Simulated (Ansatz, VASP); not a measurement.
## Two plane-wave programs on MgO2

```
Mg O
1.0
     1.55945    0.90035    3.44055
    -1.55945    0.90035    3.44055
     0.00000   -1.80070    3.44055
Mg O
1 2
Direct
  0.00000 0.00000 0.00000
  0.42911 0.42911 0.42911
  0.57089 0.57089 0.57089
```

Alike in both runs: task single point; functional r2SCAN; k mesh 12 × 12 × 12; occupations gaussian, width 0.02 eV; no spin polarisation.

|  | VASP | Ansatz |
| --- | --- | --- |
| version | VASP 6.6.1 | Ansatz 0.2.0 |
| potentials or method | VASP PAW PBE potentials, release 64 (Mg, O) | scalar-relativistic, plane waves |
| plane-wave cutoff (eV) | 520 | 1380 |
| valence electrons in the cell | 14 | 22 |

|  | VASP | Ansatz | Ansatz less VASP |
| --- | --- | --- | --- |
| gap on the k mesh at the Fermi level (eV) | 3.23 | 3.27 | +0.045 |
| pressure (GPa) | 4.1 | 4.9 | +0.80 |
| traceless stress, the component that is largest in VASP (GPa) | 1.78 | -0.35 | -2.124 |
| rms of the force components (eV/Å) | 0.143 | 0.046 | -0.0962 |

VASP's potentials were made for PBE, not for r2SCAN. Atom by atom the forces differ by 0.189 eV/Å (rms over components). With one functional, cell and mesh, what is left measures potentials, basis and numerics. VASP's potentials hold 14 valence electrons a cell and Ansatz's 22, so a difference there can come from the potentials and not from the codes. Ansatz's warnings: radial quadrature taken.
